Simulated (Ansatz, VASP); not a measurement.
**Two plane-wave programs on Ti**

Contents of INCAR:

```
ALGO     = Normal         # electronic algorithm
EDIFF    = 1E-7           # SCF threshold, eV
ENCUT    = 520            # plane-wave cutoff, eV
ISIF     = 2              # what is computed and relaxed
ISMEAR   = -1             # smearing method
LASPH    = True           # aspherical terms in the spheres
LCHARG   = False          # write CHGCAR
LREAL    = False          # projectors in reciprocal space
LWAVE    = False          # write WAVECAR
NBANDS   = 19             # bands
NELM     = 60             # most SCF steps
PREC     = Accurate       # precision mode
SIGMA    = 1.0            # smearing width, eV
```

The input KPOINTS:

```
k-points
0
Gamma
  13 13 7
```

Contents of POSCAR:

```
Ti
1.0
    2.8638698861      0.0000000000      0.0000000000
   -1.4319349430      2.4801840745      0.0000000000
    0.0000000000      0.0000000000      4.5399943151
Ti
2
Direct
    0.3333333333      0.6666666667      0.2500000000
    0.6666666667      0.3333333333      0.7500000000
```

Input for Ansatz:

```yaml
crystal:
  lattice:
    - [2.8638698861, 0.0, 0.0]
    - [-1.431934943, 2.4801840745, 0.0]
    - [0.0, 0.0, 4.5399943151]
  atoms:
    - { symbol: Ti, position: [0.3333333333, 0.6666666667, 0.25] }
    - { symbol: Ti, position: [0.6666666667, 0.3333333333, 0.75] }
hamiltonian:
  xc: lda
  pseudopotentials:
    kind: paw
    azcp:
      Ti: "pseudopotentials/Ti.paw.azcp"
basis:
  ecutwfc: 420
  fft_grid_basis: typed
kpoints:
  mp_grid: { grid: [13, 13, 7], shift: [0, 0, 0] }
magnetization:
  spin_polarized: false
scf:
  occupations: { method: fermi_dirac, width: 1.0 }
  lower_state_search: "off"
output:
  stress: true
  write_density: true
  write_potential: true
  elf: true
  volumetric_format: npy
```

Alike in both runs: task single point; functional LDA; k mesh 13 × 13 × 7; occupations fermi-dirac, width 1 eV; no spin polarisation.

|  | VASP | Ansatz |
| --- | --- | --- |
| version | VASP 6.6.1 | Ansatz 0.2.0 |
| potentials or method | VASP PAW LDA potentials, release 64 (Ti_sv), cutoff 520 eV | plane waves (420 eV) with PAW, scalar-relativistic |
| valence electrons in the cell | 24 | 24 |

|  | VASP | Ansatz | Ansatz less VASP |
| --- | --- | --- | --- |
| pressure (GPa) | 17.8 | 18.2 | +0.35 |
| traceless stress, the component that is largest in VASP (GPa) | 2.41 | 2.46 | +0.058 |

Ansatz warns that its potentials were made for another functional, while VASP's fit it. LDA's correlation is that of Perdew and Zunger in VASP and of Perdew and Wang (1992) in Ansatz.
